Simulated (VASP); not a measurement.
# CdTe (F-43m) in VASP: further runs

Aim: see how the results for CdTe move with the level of theory and the settings. Levels: revPBE, PBE. Tasks: single point.

Program: VASP 6.6.1. These are calculated values, not measurements. Logs are shortened: lines on timing, memory, paths and dates and some standing lists are left out, and cuts for length are marked.

## (1) The cell of the first run

The structure is cubic, space group F-43m (No. 216). The conventional cell has a = 6.619 Å, b = 6.619 Å, c = 6.619 Å, α = 90.00°, β = 90.00°, γ = 90.00°. Within 3.8 Å of Cd (site symmetry -43m) lie 4 Te at 2.87 Å. Te (site symmetry -43m) has 4 Cd at 2.87 Å within 3.8 Å.

## (2) Single point, revPBE, non-collinear spin, zero start, spin-orbit coupling

The input, INCAR:

```
PREC     = Accurate       # precision mode
ENCUT    = 520            # plane-wave cutoff, eV
EDIFF    = 1E-6           # SCF threshold, eV
ISMEAR   = 0              # smearing method
SIGMA    = 0.05           # smearing width, eV
LREAL    = F              # projectors in reciprocal space
LASPH    = T              # aspherical terms in the spheres
NELM     = 150            # most SCF steps
ALGO     = Normal         # electronic algorithm
ISIF     = 2              # what is computed and relaxed
LWAVE    = F              # write WAVECAR
LCHARG   = F              # write CHGCAR
MAGMOM   = 0 0 0 0 0 0    # initial moments
LORBIT   = 11             # projections on sites
LSORBIT  = T              # spin-orbit coupling
GGA_COMPAT= F            
LORBMOM  = T            
GGA      = RE             # functional
NBANDS   = 30             # bands
```

The input, KPOINTS:

```
regular mesh
0
Gamma
  10 10 10
```

The input, POSCAR:

```
CdTe
1.0
    0.0000000000      3.3094743502      3.3094743502
    3.3094743502      0.0000000000      3.3094743502
    3.3094743502      3.3094743502      0.0000000000
Cd Te
1 1
Direct
    0.0000000000      0.0000000000      0.0000000000
    0.2500000000      0.2500000000      0.2500000000
```

Potentials or basis: VASP PAW PBE potentials, release 64 (Cd, Te).

The run is started by

```console
$ cat potpaw_PBE.64/Cd/POTCAR potpaw_PBE.64/Te/POTCAR > POTCAR
$ mpirun -np 1 vasp_ncl > vasp.out
```

OUTCAR:

```text
PREC = Accurate
   ENCUT = 520
   EDIFF = 1E-6
   ISMEAR = 0
   LREAL = F
   LASPH = T
   NELM = 150
   ISIF = 2
   LORBIT = 11
   LSORBIT = T
   GGA = RE

 ion  position               nearest neighbor table
   1  0.000  0.000  0.000-   2 2.87   2 2.87   2 2.87   2 2.87
   2  0.250  0.250  0.250-   1 2.87   1 2.87   1 2.87   1 2.87

  LATTYP: Found a face centered cubic cell.
 ALAT       =     6.6189487004

  Lattice vectors:

 A1 = (   0.0000000000,   3.3094743502,   3.3094743502)
 A2 = (   3.3094743502,   0.0000000000,   3.3094743502)
 A3 = (   3.3094743502,   3.3094743502,   0.0000000000)

Analysis of symmetry for initial positions (statically):
=====================================================================
 Subroutine PRICEL returns:
 Original cell was already a primitive cell.

 Routine SETGRP: Setting up the symmetry group for a
 face centered cubic supercell.

 Subroutine GETGRP returns: Found 24 space group operations
 (whereof 24 operations were pure point group operations)
 out of a pool of 48 trial point group operations.

The static configuration has the point symmetry T_d .

Analysis of symmetry for dynamics (positions and initial velocities):
=====================================================================
 Subroutine PRICEL returns:
 Original cell was already a primitive cell.

 Routine SETGRP: Setting up the symmetry group for a
 face centered cubic supercell.

 Subroutine GETGRP returns: Found 24 space group operations
 (whereof 24 operations were pure point group operations)
 out of a pool of 48 trial point group operations.

The dynamic configuration has the point symmetry T_d .

Analysis of structural, dynamic, and magnetic symmetry:
=====================================================================
 Subroutine PRICEL returns:
 Original cell was already a primitive cell.

 Routine SETGRP: Setting up the symmetry group for a
 face centered cubic supercell.

 Subroutine GETGRP returns: Found 24 space group operations
 (whereof 24 operations were pure point group operations)
 out of a pool of 48 trial point group operations.

The overall configuration has the point symmetry T_d .

 Subroutine INISYM returns: Found 24 space group operations
 (whereof 24 operations are pure point group operations),
 and found     1 'primitive' translations

----------------------------------------------------------------------------------------

                                     Primitive cell

  volume of cell :      72.4948

  direct lattice vectors                    reciprocal lattice vectors
     0.000000000  3.309474350  3.309474350    -0.151081395  0.151081395  0.151081395
     3.309474350  0.000000000  3.309474350     0.151081395 -0.151081395  0.151081395
     3.309474350  3.309474350  0.000000000     0.151081395  0.151081395 -0.151081395

  length of vectors
     4.680303510  4.680303510  4.680303510     0.261680651  0.261680651  0.261680651

  position of ions in fractional coordinates (direct lattice)
     0.000000000  0.000000000  0.000000000
     0.250000000  0.250000000  0.250000000

  ion indices of the primitive-cell ions
   primitive index   ion index
                 1           1
                 2           2

----------------------------------------------------------------------------------------

 KPOINTS: regular mesh

Automatic generation of k-mesh.
 Grid dimensions read from file:
 generate k-points for:   10   10   10

 Generating k-lattice:

  Cartesian coordinates                     Fractional coordinates (reciprocal lattice)
    -0.015108139  0.015108139  0.015108139     0.100000000  0.000000000  0.000000000
[... 90 lines left out ...]
 Gauss-broadening in eV      SIGMA  =   0.05
  energy-cutoff  :      520.00
  volume of cell :       72.49
 maximum number of plane-waves:      3960
   NGX = 17   NGY = 17   NGZ = 17

 number of electron      18.0000006 magnetization       0.0000000      0.0000000      0.0000000

 number of electron      18.0000006 magnetization      -0.0000000     -0.0000000     -0.0000000

 number of electron      18.0000006 magnetization       0.0000000     -0.0000000      0.0000000

 number of electron      18.0000006 magnetization       0.0000000     -0.0000000     -0.0000000

 Free energy of the ion-electron system (eV)
  ---------------------------------------------------
  ext. energy  EPLUGINS =         0.00000000
  ---------------------------------------------------
  free energy    TOTEN  =        -4.37996464 eV

  energy without entropy =       -4.37996464  energy(sigma->0) =       -4.37996464

 E-fermi :   2.3407     XC(G=0):  -8.1355

 val. band max:        2.1461086177   @ k =   0.0000   0.0000   0.0000
 cond. band min:       2.5743328951   @ k =   0.0000   0.0000   0.0000
 fundamental gap:      0.4282242774
 Fermi energy:         2.3406749789

 k-point     1 :       0.0000    0.0000    0.0000
  band No.  band energies     occupation
      1      -8.9123      1.00000
      2      -8.9123      1.00000
      3      -6.5422      1.00000
      4      -6.5422      1.00000
      5      -6.5422      1.00000
      6      -6.5422      1.00000
[... 781 lines left out ...]
     29      10.5105      0.00000
     30      10.5487      0.00000

 [... further k-points ...]
[... 5 lines left out ...]
  --------------------------------------------------------------------------------------
  -------------------------------------------------------------------------------------
  Total        0.5649916      0.5649916      0.5649916      0.0000000      0.0000000      0.0000000
  in kB       12.4866373     12.4866373     12.4866373      0.0000000      0.0000000      0.0000000
  external PRESSURE =      12.4866373 kB  Pullay stress =       0.0000000 kB

 VOLUME and BASIS-vectors are now :
 -----------------------------------------------------------------------------
  energy-cutoff  :      520.00
  volume of cell :       72.49
      direct lattice vectors                 reciprocal lattice vectors
     0.000000000  3.309474350  3.309474350    -0.151081395  0.151081395  0.151081395
     3.309474350  0.000000000  3.309474350     0.151081395 -0.151081395  0.151081395
     3.309474350  3.309474350  0.000000000     0.151081395  0.151081395 -0.151081395

 POSITION                                       TOTAL-FORCE (eV/Angst)
 -----------------------------------------------------------------------------------
      0.00000      0.00000      0.00000        -0.000000     -0.000000      0.000000
      1.65474      1.65474      1.65474         0.000000      0.000000     -0.000000
 -----------------------------------------------------------------------------------
    total drift:                                0.000000      0.000000      0.000000

  FREE ENERGIE OF THE ION-ELECTRON SYSTEM (eV)
  ---------------------------------------------------
  free  energy   TOTEN  =        -4.3799646368 eV

  energy  without entropy=       -4.3799646368  energy(sigma->0) =       -4.37996464

 orbital moment (x)

 # of ion     p       d       tot
 ----------------------------------------
  1         0.000  -0.000  -0.000
  2         0.000   0.000   0.000
 ----------------------------------------
            0.000  -0.000  -0.000

 orbital moment (y)

 # of ion     p       d       tot
 ----------------------------------------
  1         0.000  -0.000  -0.000
  2        -0.000  -0.000  -0.000
 ----------------------------------------
           -0.000  -0.000  -0.000

 orbital moment (z)

 # of ion     p       d       tot
 ----------------------------------------
  1         0.000   0.000   0.000
  2         0.000   0.000   0.000
 ----------------------------------------
            0.000   0.000   0.000

 Spin-Orbit-Coupling matrix elements

 Ion:    1  E_soc:     -0.0589809
 l=   1
     0.0000000    -0.0029214    -0.0029214
    -0.0029214     0.0000000    -0.0029214
    -0.0029214    -0.0029214     0.0000000
 l=   2
     0.0000000    -0.0013811     0.0000000    -0.0013811    -0.0055277
    -0.0013811     0.0000000    -0.0041457    -0.0013811    -0.0013819
     0.0000000    -0.0041457     0.0000000    -0.0041457     0.0000000
    -0.0013811    -0.0013811    -0.0041457     0.0000000    -0.0013819
    -0.0055277    -0.0013819     0.0000000    -0.0013819     0.0000000
 l=   3
     0.0000000     0.0000000     0.0000000     0.0000000     0.0000000     0.0000000     0.0000000
     0.0000000     0.0000000     0.0000000     0.0000000     0.0000000     0.0000000     0.0000000
     0.0000000     0.0000000     0.0000000     0.0000000     0.0000000     0.0000000     0.0000000
     0.0000000     0.0000000     0.0000000     0.0000000     0.0000000     0.0000000     0.0000000
     0.0000000     0.0000000     0.0000000     0.0000000     0.0000000     0.0000000     0.0000000
     0.0000000     0.0000000     0.0000000     0.0000000     0.0000000     0.0000000     0.0000000
     0.0000000     0.0000000     0.0000000     0.0000000     0.0000000     0.0000000     0.0000000

 Ion:    2  E_soc:     -0.1964094
 l=   1
     0.0000000    -0.0326708    -0.0326708
    -0.0326708     0.0000000    -0.0326708
    -0.0326708    -0.0326708     0.0000000
 l=   2
     0.0000000    -0.0000272     0.0000000    -0.0000272    -0.0000369
    -0.0000272     0.0000000    -0.0000277    -0.0000272    -0.0000092
     0.0000000    -0.0000277     0.0000000    -0.0000277     0.0000000
    -0.0000272    -0.0000272    -0.0000277     0.0000000    -0.0000092
    -0.0000369    -0.0000092     0.0000000    -0.0000092     0.0000000
 l=   3
     0.0000000     0.0000000     0.0000000     0.0000000     0.0000000     0.0000000     0.0000000
     0.0000000     0.0000000     0.0000000     0.0000000     0.0000000     0.0000000     0.0000000
     0.0000000     0.0000000     0.0000000     0.0000000     0.0000000     0.0000000     0.0000000
     0.0000000     0.0000000     0.0000000     0.0000000     0.0000000     0.0000000     0.0000000
     0.0000000     0.0000000     0.0000000     0.0000000     0.0000000     0.0000000     0.0000000
     0.0000000     0.0000000     0.0000000     0.0000000     0.0000000     0.0000000     0.0000000
     0.0000000     0.0000000     0.0000000     0.0000000     0.0000000     0.0000000     0.0000000

 total charge

# of ion       s       p       d       tot
------------------------------------------
    1        0.460   0.282   9.537  10.279
    2        1.351   2.043   0.018   3.411
--------------------------------------------------
tot          1.811   2.325   9.554  13.690

 magnetization (x)

# of ion       s       p       d       tot
------------------------------------------
    1        0.000   0.000  -0.000   0.000
    2        0.000   0.000  -0.000   0.000
--------------------------------------------------
tot          0.000   0.000  -0.000   0.000

 magnetization (y)

# of ion       s       p       d       tot
------------------------------------------
    1        0.000   0.000   0.000   0.000
    2        0.000   0.000   0.000   0.000
--------------------------------------------------
tot          0.000   0.000   0.000   0.000

 magnetization (z)

# of ion       s       p       d       tot
------------------------------------------
    1       -0.000   0.000  -0.000  -0.000
    2        0.000  -0.000   0.000   0.000
--------------------------------------------------
tot         -0.000   0.000  -0.000  -0.000
```

Wall time 5.6 min (1 thread of Intel Xeon Platinum 8259CL at 2.50GHz (Skylake/Cascade Lake), shared host); peak memory 0.52 GiB.

What came out:

| Item | Value |
| --- | --- |
| Free energy | -4.3800 eV |
| Pressure | 1.2 GPa |
| Net moment | 0.00 μB per cell |
| Valence electrons inside the program's atomic spheres | Cd 10.28; Te 3.41 |

Moments on the atoms (μB; x, y, z):
```
Cd  0.00 0.00 0.00
Te  0.00 0.00 0.00
```

Caveat: the PAW data sets were made with another functional, which shifts forces and pressure a little.

## (3) Single point, PBE, non-collinear spin, zero start, spin-orbit coupling (36.97 Å³/atom)

This run uses another cell than the first one, of 36.97 Å³/atom.

The input, INCAR:

```
SYSTEM = CdTe
  PREC = Accurate
  ENCUT = 520
  EDIFF = 1E-6
  ISMEAR = 0
  SIGMA = 0.05
  LREAL = .False.
  LASPH = .True.
  NELM = 150
  ALGO = Normal
  ISIF = 2
  LWAVE = .False.
  LCHARG = .False.
  MAGMOM = 0 0 0 0 0 0
  LORBIT = 11
  LSORBIT = .True.
  GGA_COMPAT = .False.
  LORBMOM = .True.
  GGA = PE
  NBANDS = 30
```

The input, KPOINTS:

```
Automatic mesh
0
Gamma
  10 10 10
  0 0 0
```

The input, POSCAR:

```
CdTe
1.0
    0.0000000000      3.3313920376      3.3313920376
    3.3313920376      0.0000000000      3.3313920376
    3.3313920376      3.3313920376      0.0000000000
Cd Te
1 1
Direct
    0.0000000000      0.0000000000      0.0000000000
    0.2500000000      0.2500000000      0.2500000000
```

Potentials or basis: VASP PAW PBE potentials, release 64 (Cd, Te).

The run is started by

```console
$ cat potpaw_PBE.64/Cd/POTCAR potpaw_PBE.64/Te/POTCAR > POTCAR
$ mpirun -np 1 vasp_ncl > vasp.out
```

OUTCAR:

```text
SYSTEM = CdTe
   PREC = Accurate
   ENCUT = 520
   EDIFF = 1E-6
   ISMEAR = 0
   LREAL = .False.
   LASPH = .True.
   NELM = 150
   ISIF = 2
   LORBIT = 11
   LSORBIT = .True.
   GGA = PE

 ion  position               nearest neighbor table
   1  0.000  0.000  0.000-   2 2.89   2 2.89   2 2.89   2 2.89
   2  0.250  0.250  0.250-   1 2.89   1 2.89   1 2.89   1 2.89

  LATTYP: Found a face centered cubic cell.
 ALAT       =     6.6627840752

  Lattice vectors:

[... 1087 lines left out ...]
     0.0000000    -0.0000265     0.0000000    -0.0000265     0.0000000
    -0.0000264    -0.0000264    -0.0000265     0.0000000    -0.0000088
    -0.0000353    -0.0000088     0.0000000    -0.0000088     0.0000000
 l=   3
     0.0000000     0.0000000     0.0000000     0.0000000     0.0000000     0.0000000     0.0000000
     0.0000000     0.0000000     0.0000000     0.0000000     0.0000000     0.0000000     0.0000000
     0.0000000     0.0000000     0.0000000     0.0000000     0.0000000     0.0000000     0.0000000
     0.0000000     0.0000000     0.0000000     0.0000000     0.0000000     0.0000000     0.0000000
     0.0000000     0.0000000     0.0000000     0.0000000     0.0000000     0.0000000     0.0000000
     0.0000000     0.0000000     0.0000000     0.0000000     0.0000000     0.0000000     0.0000000
     0.0000000     0.0000000     0.0000000     0.0000000     0.0000000     0.0000000     0.0000000

 total charge

# of ion       s       p       d       tot
------------------------------------------
    1        0.462   0.273   9.533  10.268
    2        1.355   2.022   0.017   3.394
--------------------------------------------------
tot          1.817   2.295   9.550  13.662

 magnetization (x)

# of ion       s       p       d       tot
------------------------------------------
    1        0.000   0.000   0.000   0.000
    2        0.000   0.000   0.000   0.000
--------------------------------------------------
tot          0.000   0.000   0.000   0.000

 magnetization (y)

# of ion       s       p       d       tot
------------------------------------------
    1        0.000   0.000   0.000   0.000
    2        0.000  -0.000   0.000  -0.000
--------------------------------------------------
tot          0.000  -0.000   0.000   0.000

 magnetization (z)

# of ion       s       p       d       tot
------------------------------------------
    1        0.000  -0.000   0.000   0.000
    2        0.000   0.000   0.000   0.000
--------------------------------------------------
tot          0.000  -0.000   0.000   0.000
```

stdout:

```text
POSCAR found type information on POSCAR CdTe
 POSCAR found :  2 types and       2 ions
 scaLAPACK will be used
 LDA part: xc-table for (Slater+PW92), standard interpolation
 POSCAR, INCAR and KPOINTS ok, starting setup
 FFT: planning ... GRIDC
 FFT: planning ... GRID_SOFT
 FFT: planning ... GRID
 WAVECAR not read
 entering main loop
```

Run time: 5.8 min. Hardware: 1 thread of Intel Xeon Platinum 8259CL at 2.50GHz (Skylake/Cascade Lake), shared host; peak memory 0.53 GiB.

Results:

```yaml
Free_energy: -4.9386 eV
Pressure: -0.5 GPa
Net_moment: 0.00 μB per cell
Valence_electrons_inside_the_program's_atomic_spheres: Cd 10.27; Te 3.39
```

Moments on the atoms (μB; x, y, z):
```
Cd  0.00 0.00 0.00
Te  0.00 0.00 0.00
```
